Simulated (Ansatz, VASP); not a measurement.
# One calculation of Mg, two programs

INCAR

```
PREC = Accurate
ENCUT = 520
EDIFF = 1E-7
ISMEAR = -1
SIGMA = 0.05
LREAL = F
LASPH = T
NELM = 100
ALGO = Normal
ISIF = 2
LWAVE = F
LCHARG = F
GGA = PS
NBANDS = 9
```

File KPOINTS:

```
regular mesh
0
Gamma
  9 9 9
```

File POSCAR:

```
Mg
1.0
    0.0000000000      3.0606187252      3.0606187252
    3.0606187252      0.0000000000      3.0606187252
    3.0606187252      3.0606187252      0.0000000000
Mg
2
Direct
   -0.1475000000     -0.1175000000     -0.1175000000
    0.1475000000      0.1175000000      0.1175000000
```

Input for Ansatz:

```yaml
crystal:
  lattice:
    - [0.0, 3.0606187252, 3.0606187252]
    - [3.0606187252, 0.0, 3.0606187252]
    - [3.0606187252, 3.0606187252, 0.0]
  atoms:
    - { symbol: Mg, position: [-0.1475, -0.1175, -0.1175] }
    - { symbol: Mg, position: [0.1475, 0.1175, 0.1175] }
kpoints:
  mp_grid: { grid: [9, 9, 9] }
scf:
  occupations: { method: fermi_dirac, width: 0.05 }
hamiltonian:
  xc: pbesol
  pseudopotentials: { kind: paw }
output:
  forces: true
  stress: true
  eigenvalues: true
  populations: true
  write_density: true
  write_potential: true
  elf: true
  volumetric_format: npy
```

Change from the starting cell: shortest bond scaled by 0.94, PAW files.

Alike in both runs: task single point; functional PBEsol; k mesh 9 × 9 × 9; occupations fermi-dirac, width 0.05 eV; no spin polarisation.

```csv
,VASP,Ansatz
version,VASP 6.6.1,Ansatz 0.2.0
potentials or method,"VASP PAW PBE potentials, release 64 (Mg)","PAW with Ansatz's default frozen-core files, scalar-relativistic"
plane-wave cutoff (eV),520,420
valence electrons in the cell,4,20
```

```csv
,VASP,Ansatz,Ansatz less VASP
pressure (GPa),6.9,6.8,-0.08
"traceless stress, the component that is largest in VASP (GPa)",-2.52,-2.49,+0.029
rms of the force components (eV/Å),0.457,0.450,-0.0063
```

VASP's potentials were made for PBE, not for PBEsol. Atom by atom the forces differ by 0.006 eV/Å (rms over components). VASP's potentials hold 4 valence electrons a cell and Ansatz's 20, so a difference there can come from the potentials and not from the codes.
